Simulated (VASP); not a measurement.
Here is a VASP 6.6.1 calculation.

The input INCAR:

```
SYSTEM = Al32H
ALGO = Normal
EDIFF = 1E-7
ENCUT = 520
GGA = PE
ISIF = 2
ISMEAR = -1
LASPH = .TRUE.
LCHARG = .FALSE.
LREAL = Auto
LWAVE = .FALSE.
NBANDS = 70
NELM = 80
PREC = Accurate
SIGMA = 0.05
```

File KPOINTS:

```
k-points
0
G
  2 2 2
  0 0 0
```

POSCAR

```
Al32H
1.0
    8.0997000000      0.0000000000      0.0000000000
    0.0000000000      8.0997000000      0.0000000000
    0.0000000000      0.0000000000      8.0997000000
Al H
32 1
Direct
    0.5283158636     -0.0020618048     -0.0135930960
    0.7730409768      0.2313048631     -0.0018148820
    0.7126436782      0.0052471079      0.2479227626
    0.0218279689      0.0061483759     -0.0023828043
    0.2651579688      0.2561823277      0.0107041002
    0.5086484685      0.5058335494     -0.0124078670
    0.7578428831      0.7350889539     -0.0293467659
    0.2740224947      0.0118522908      0.2475523785
    0.5145128832      0.2589725545      0.2282924059
    0.7598182649      0.5372915046      0.2401446967
    0.5022284776      0.0357050261      0.5171179179
    0.7386693334      0.2797881403      0.4957837945
    0.7594355346      0.0147042483      0.7479412818
    0.0174203983      0.4568811191     -0.0078397965
    0.2597997457      0.7058162648      0.0260380014
   -0.0124695976      0.2299344420      0.2793807178
    0.2186500735      0.5147844982      0.2819487141
    0.4952652567      0.7261750435      0.2709606529
   -0.0065557984      0.0024815734      0.4971048310
    0.2407620035      0.2247120264      0.4791165105
    0.4762645530      0.4871291529      0.4954381026
    0.7582749978      0.7853994592      0.4901416102
    0.2579354791     -0.0036297641      0.7603861871
    0.4644369545      0.2409225033      0.7651271035
    0.7159277504      0.4973394076      0.7146314061
   -0.0066051829      0.7795226984      0.2355889724
    0.0160005926      0.4746965937      0.5017346321
    0.2099583935      0.7645097967      0.4912898009
    0.0195809721      0.2239342198      0.7522006988
    0.2833191353      0.4837710039      0.7611022630
    0.4716841364      0.7699174043      0.7570033458
    0.0002469227      0.7547069645      0.7780411620
    0.0980777066      0.6386038989      0.6158252775
```

Potentials or basis: VASP PAW PBE potentials, release 64 (Al, H).

Command:

```bash
$ cat potpaw_PBE.64/Al/POTCAR potpaw_PBE.64/H/POTCAR > POTCAR
$ mpirun -np 1 vasp_std > vasp.out
```

Estimate the pressure.

4.5 GPa.

What does it give for the largest force?

1.907 eV/Å.

Forces on the atoms (eV/Å):
```
Al  -0.821 -0.197  0.250
Al  -0.270  0.650  0.000
Al   0.813 -0.279  0.255
Al   0.007 -0.107  0.552
Al  -0.386 -0.559  0.614
Al   0.961 -0.332  0.678
Al  -0.484  0.234  0.494
Al   0.002 -0.738 -0.581
Al  -0.243  0.552  0.426
Al   0.083 -0.852  0.136
Al   0.212 -0.820 -0.478
Al   0.139 -0.907 -0.363
Al  -0.160 -0.139 -0.289
Al  -0.444  0.932  0.149
Al  -0.536  1.069 -0.525
Al  -0.094  0.352 -1.552
Al   0.743 -0.718 -1.247
Al  -0.343  0.784 -0.299
Al  -0.060  0.042  0.538
Al   0.394  0.839  0.915
Al  -0.094  0.062 -0.165
Al  -0.598 -0.862  0.433
Al  -0.803 -0.141 -0.084
Al   1.833 -0.241 -0.470
Al   0.574  0.731  1.003
Al   0.036 -0.203 -0.082
Al  -1.343 -0.221  0.841
Al   1.410  0.548 -0.032
Al  -0.104  0.805 -0.437
Al  -1.483  0.865 -0.382
Al   0.746 -0.817 -0.708
Al   0.471 -0.027 -0.282
H   -0.156 -0.303  0.691
```

Caveat: the k points lie up to 0.39 Å⁻¹ apart.
